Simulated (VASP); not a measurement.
# Ti3Br (I4/mmm) in VASP: single point with PBE

Aim: the single point of Ti3Br with PBE.

Everything below comes from runs of VASP 6.6.1. Logs are shortened: lines on timing, memory, paths and dates and some standing lists are left out, and cuts for length are marked.

## (1) The cell of the first run

Symmetry: I4/mmm, No. 139, tetragonal system. The conventional cell has a = 5.438 Å, b = 5.438 Å, c = 6.347 Å, α = 90.00°, β = 90.00°, γ = 90.00°. Within 3.6 Å of Ti (site symmetry mmm) lie 4 Ti at 2.72 to 3.17 Å and 2 Br at 2.72 Å. Within 3.6 Å of Ti (site symmetry 4/mmm) lie 4 Ti at 2.72 Å and 2 Br at 3.17 Å. Within 3.6 Å of Br (site symmetry 4/mmm) lie 6 Ti at 2.72 to 3.17 Å.

## (2) Single point, PBE, collinear spin, ferromagnetic start

File INCAR:

```
PREC = Accurate
ENCUT = 520
EDIFF = 1E-6
ISMEAR = 0
SIGMA = 0.1
LREAL = False
LASPH = True
NELM = 150
ALGO = Normal
ISIF = 2
LWAVE = False
LCHARG = False
ISPIN = 2
MAGMOM = 1 1 1 0
LORBIT = 11
LMAXMIX = 4
GGA = PE
NBANDS = 34
```

File KPOINTS:

```
Automatic mesh
0
Gamma
  4 4 4
```

File POSCAR:

```
Ti3Br
1.0
   -2.7188291800      2.7188291800      3.1734541800
    2.7188291800     -2.7188291800      3.1734541800
    2.7188291800      2.7188291800     -3.1734541800
Ti Br
3 1
Direct
    0.5000000000      0.0000000000      0.5000000000
    0.0000000000      0.5000000000      0.5000000000
    0.5000000000      0.5000000000      0.0000000000
    0.0000000000      0.0000000000      0.0000000000
```

Potentials or basis: VASP PAW PBE potentials, release 64 (Ti_sv, Br).

The run is started by

```sh
$ cat potpaw_PBE.64/Ti_sv/POTCAR potpaw_PBE.64/Br/POTCAR > POTCAR
$ mpirun -np 1 vasp_std > vasp.out
```

OUTCAR:

```text
PREC = Accurate
   ENCUT = 520
   EDIFF = 1E-6
   ISMEAR = 0
   LREAL = False
   LASPH = True
   NELM = 150
   ISIF = 2
   ISPIN = 2
   LORBIT = 11
   GGA = PE

 ion  position               nearest neighbor table
   1  0.500  0.000  0.500-   3 2.72   4 2.72   3 2.72   4 2.72
   2  0.000  0.500  0.500-   3 2.72   4 2.72   4 2.72   3 2.72
   3  0.500  0.500  0.000-   1 2.72   2 2.72   1 2.72   2 2.72
   4  0.000  0.000  0.000-   1 2.72   2 2.72   2 2.72   1 2.72

  LATTYP: Found a body centered tetragonal cell.
 ALAT       =     5.4376583600
 C/A-ratio  =     1.1672135209

  Lattice vectors:

 A1 = (  -2.7188291800,   2.7188291800,   3.1734541800)
 A2 = (   2.7188291800,  -2.7188291800,   3.1734541800)
 A3 = (   2.7188291800,   2.7188291800,  -3.1734541800)

Analysis of symmetry for initial positions (statically):
=====================================================================
 Subroutine PRICEL returns:
 Original cell was already a primitive cell.

 Routine SETGRP: Setting up the symmetry group for a
 body centered tetragonal supercell.

 Subroutine GETGRP returns: Found 16 space group operations
 (whereof 16 operations were pure point group operations)
 out of a pool of 16 trial point group operations.

The static configuration has the point symmetry D_4h.

Analysis of symmetry for dynamics (positions and initial velocities):
=====================================================================
 Subroutine PRICEL returns:
 Original cell was already a primitive cell.

 Routine SETGRP: Setting up the symmetry group for a
 body centered tetragonal supercell.

 Subroutine GETGRP returns: Found 16 space group operations
 (whereof 16 operations were pure point group operations)
 out of a pool of 16 trial point group operations.

The dynamic configuration has the point symmetry D_4h.

Analysis of structural, dynamic, and magnetic symmetry:
=====================================================================
 Subroutine PRICEL returns:
 Original cell was already a primitive cell.

 Routine SETGRP: Setting up the symmetry group for a
 body centered tetragonal supercell.

 Subroutine GETGRP returns: Found 16 space group operations
 (whereof 16 operations were pure point group operations)
 out of a pool of 16 trial point group operations.

The overall configuration has the point symmetry D_4h.

 Subroutine INISYM returns: Found 16 space group operations
 (whereof 16 operations are pure point group operations),
 and found     1 'primitive' translations

----------------------------------------------------------------------------------------

                                     Primitive cell

  volume of cell :      93.8331

  direct lattice vectors                    reciprocal lattice vectors
    -2.718829180  2.718829180  3.173454180     0.000000000  0.183902690  0.157557025
     2.718829180 -2.718829180  3.173454180     0.183902690  0.000000000  0.157557025
     2.718829180  2.718829180 -3.173454180     0.183902690  0.183902690  0.000000000

  length of vectors
     4.985466443  4.985466443  4.985466443     0.242166091  0.242166091  0.260077678

  position of ions in fractional coordinates (direct lattice)
     0.500000000  0.000000000  0.500000000
     0.000000000  0.500000000  0.500000000
     0.500000000  0.500000000  0.000000000
     0.000000000  0.000000000  0.000000000

  ion indices of the primitive-cell ions
   primitive index   ion index
                 1           1
                 2           2
                 3           3
                 4           4

----------------------------------------------------------------------------------------

 KPOINTS: Automatic mesh

Automatic generation of k-mesh.
 Grid dimensions read from file:
 generate k-points for:    4    4    4

 Generating k-lattice:

  Cartesian coordinates                     Fractional coordinates (reciprocal lattice)
     0.000000000  0.045975673  0.039389256     0.250000000  0.000000000 -0.000000000
     0.045975673  0.000000000  0.039389256     0.000000000  0.250000000 -0.000000000
     0.045975673  0.045975673  0.000000000     0.000000000  0.000000000  0.250000000

  Length of vectors
     0.060541523  0.060541523  0.065019420

  Shift w.r.t. Gamma in fractional coordinates (k-lattice)
     0.000000000  0.000000000  0.000000000

 Subroutine IBZKPT returns following result:
 ===========================================

 Found     13 irreducible k-points:

 Following reciprocal coordinates:
            Coordinates               Weight
  0.000000  0.000000  0.000000      1.000000
  0.250000  0.000000  0.000000      8.000000
  0.500000  0.000000  0.000000      4.000000
  0.250000  0.250000  0.000000      8.000000
  0.500000  0.250000  0.000000     16.000000
 -0.250000  0.250000  0.000000      4.000000
  0.500000  0.500000  0.000000      2.000000
  0.250000  0.250000  0.250000      2.000000
 -0.250000  0.250000  0.250000      4.000000
  0.500000  0.500000  0.250000      4.000000
 -0.250000  0.500000  0.250000      8.000000
 -0.250000 -0.250000  0.250000      2.000000
  0.500000  0.500000  0.500000      1.000000
   k-points           NKPTS =     13   k-points in BZ     NKDIM =     13   number of bands    NBANDS=     34
   number of dos      NEDOS =    301   number of ions     NIONS =      4
   total plane-waves  NPLWV =  64000
   dimension x,y,z NGX =    40 NGY =   40 NGZ =   40
   dimension x,y,z NGXF=    80 NGYF=   80 NGZF=   80
   ions per type =               3   1
   NGX,Y,Z   is equivalent  to a cutoff of  13.34, 13.34, 13.34 a.u.
   NGXF,Y,Z  is equivalent  to a cutoff of  26.68, 26.68, 26.68 a.u.
 SYSTEM =  unknown system
   PREC   = accura    normal or accurate (medium, high low for compatibility)
   ISTART =      0    job   : 0-new  1-cont  2-samecut
   ICHARG =      2    charge: 1-file 2-atom 10-const
   ISPIN  =      2    spin polarized calculation?
   LNONCOLLINEAR =      F non collinear calculations
   LSORBIT =      F    spin-orbit coupling
   LASPH  =      T    aspherical Exc in radial PAW
   ENCUT  =  520.0 eV  38.22 Ry    6.18 a.u.   9.27  9.27  9.27*2*pi/ulx,y,z
   NELM   =    150;   NELMIN=  2; NELMDL= -5     # of ELM steps
   EDIFF  = 0.1E-05   stopping-criterion for ELM
   LREAL  =      F    real-space projection
   EDIFFG = 0.1E-04   stopping-criterion for IOM
   NSW    =      0    number of steps for IOM
   IBRION =     -1    ionic relax: 0-MD 1-quasi-New 2-CG
   NFREE  =      0    steps in history (QN), initial steepest desc. (CG)
   ISIF   =      2    stress and relaxation
   ISYM   =      2    0-nonsym 1-usesym 2-fastsym
   POTIM  = 0.5000    time-step for ionic-motion
   TEBEG  =    0.0;   TEEND  =   0.0 temperature during run
   PSTRESS=    0.0 pullay stress
   NELECT =      43.0000    total number of electrons
   NUPDOWN=      -1.0000    fix difference up-down
   EMIN   =  10.00;   EMAX   =-10.00  energy-range for DOS
   EFERMI =   0.00;   METHOD = LEGACY
   ISMEAR =     0;   SIGMA  =   0.10  broadening in eV -4-tet -1-fermi 0-gaus
   EFERMI_NEDOS =   21; number of points for ismear=-14 and -15
   IALGO  =     38    algorithm
   IMIX   =      4    mixing-type and parameters
     AMIX     =   0.40;   BMIX     =  1.00
     AMIX_MAG =   1.60;   BMIX_MAG =  1.00
  volume/ion in A,a.u.               =      23.46       158.30
  Fermi-wavevector in a.u.,A,eV,Ry     =   1.262154  2.385125 21.674521  1.593032
  Thomas-Fermi vector in A             =   2.395576
   LORBIT       =     11    0 simple, 1 ext, 2 COOP (PROOUT), +10 PAW based schemes
   GGA     = PE    functional components
   LHFCALC =     F    Hartree Fock is set to
   AEXX    =    0.0000 exact exchange contribution
   IVDW    =     0    specifies the selected vdW correction
   LEPSILON=     F    determine dielectric tensor
   LRPA    =     F    only Hartree local field effects (RPA)
 spin polarized calculation
 Gauss-broadening in eV      SIGMA  =   0.10
  energy-cutoff  :      520.00
  volume of cell :       93.83
 maximum number of plane-waves:      2544
 NGX is ok and might be reduce to    40
   NGX = 19   NGY = 19   NGZ = 19

 number of electron      43.0000007 magnetization       0.0890039

 Free energy of the ion-electron system (eV)
  ---------------------------------------------------
  ext. energy  EPLUGINS =         0.00000000
  ---------------------------------------------------
  free energy    TOTEN  =       -22.29816243 eV

  energy without entropy =      -22.26187801  energy(sigma->0) =      -22.28002022

 E-fermi :   5.6920     XC(G=0):  -9.9289

 val. band max:        5.6911084247   @ k =   0.5000   0.2500   0.0000
 cond. band min:       5.6978023769   @ k =   0.5000   0.5000   0.2500
 fundamental gap:      0.0066939522
 Fermi energy:         5.6920083166

 spin component 1

 k-point     1 :       0.0000    0.0000    0.0000
  band No.  band energies     occupation
      1     -51.4926      1.00000
      2     -51.4646      1.00000
      3     -51.1976      1.00000
      4     -27.9800      1.00000
      5     -27.9800      1.00000
      6     -27.7987      1.00000
[... 457 lines left out ...]
     32       8.2873      0.00000
     33       8.4343      0.00000
 Fermi energy:         5.6920083166

 spin component 2

 k-point     1 :       0.0000    0.0000    0.0000
  band No.  band energies     occupation
      1     -51.4734      1.00000
      2     -51.4455      1.00000
      3     -51.1745      1.00000
      4     -27.9616      1.00000
      5     -27.9616      1.00000
      6     -27.7725      1.00000
[... 457 lines left out ...]
     32       8.3274      0.00000
     33       8.4503      0.00000
 [bands above 33 left out]

------------------------ aborting loop because EDIFF is reached ----------------------------------------

  FORCE on cell =-STRESS in cart. coord.  units (eV):
  Direction    XX          YY          ZZ          XY          YZ          ZX
  --------------------------------------------------------------------------------------
  -------------------------------------------------------------------------------------
  Total       -4.3374691     -4.3374691     -6.1912419      0.0000000      0.0000000      0.0000000
  in kB      -74.0612283    -74.0612283   -105.7139475      0.0000000      0.0000000      0.0000000
  external PRESSURE =     -84.6121347 kB  Pullay stress =       0.0000000 kB

 VOLUME and BASIS-vectors are now :
 -----------------------------------------------------------------------------
  energy-cutoff  :      520.00
  volume of cell :       93.83
      direct lattice vectors                 reciprocal lattice vectors
    -2.718829180  2.718829180  3.173454180     0.000000000  0.183902690  0.157557025
     2.718829180 -2.718829180  3.173454180     0.183902690  0.000000000  0.157557025
     2.718829180  2.718829180 -3.173454180     0.183902690  0.183902690  0.000000000

 POSITION                                       TOTAL-FORCE (eV/Angst)
 -----------------------------------------------------------------------------------
      0.00000      2.71883      0.00000        -0.000000      0.000000      0.000000
      2.71883      0.00000      0.00000         0.000000      0.000000     -0.000000
      0.00000      0.00000      3.17345        -0.000000     -0.000000      0.000000
      0.00000      0.00000      0.00000        -0.000000      0.000000      0.000000
 -----------------------------------------------------------------------------------
    total drift:                               -0.000000     -0.000000      0.000000

  FREE ENERGIE OF THE ION-ELECTRON SYSTEM (eV)
  ---------------------------------------------------
  free  energy   TOTEN  =       -22.2981624252 eV

  energy  without entropy=      -22.2618780140  energy(sigma->0) =      -22.28002022

 total charge

# of ion       s       p       d       tot
------------------------------------------
    1        2.184   6.026   1.944  10.153
    2        2.184   6.026   1.944  10.153
    3        2.223   6.016   1.979  10.218
    4        1.622   3.191   0.057   4.869
--------------------------------------------------
tot          8.212  21.257   5.923  35.393

 magnetization (x)

# of ion       s       p       d       tot
------------------------------------------
    1        0.000   0.000   0.020   0.020
    2        0.000   0.000   0.020   0.020
    3        0.000   0.001   0.024   0.025
    4        0.000   0.001   0.000   0.001
--------------------------------------------------
tot          0.001   0.003   0.063   0.067
```

Wall time 4.4 min (1 thread of AMD EPYC 7R43 (Zen 3), shared host); peak memory 0.26 GiB.

Results:

```
Free energy                                           : -22.2982 eV
Pressure                                              : -8.5 GPa
Net moment                                            : 0.09 μB per cell
Site moments                                          : Ti +0.02, +0.03; Br +0.00 μB
Valence electrons inside the program's atomic spheres : Ti 10.15, 10.22; Br 4.87
```

Caveat: the k points lie up to 0.41 Å⁻¹ apart.
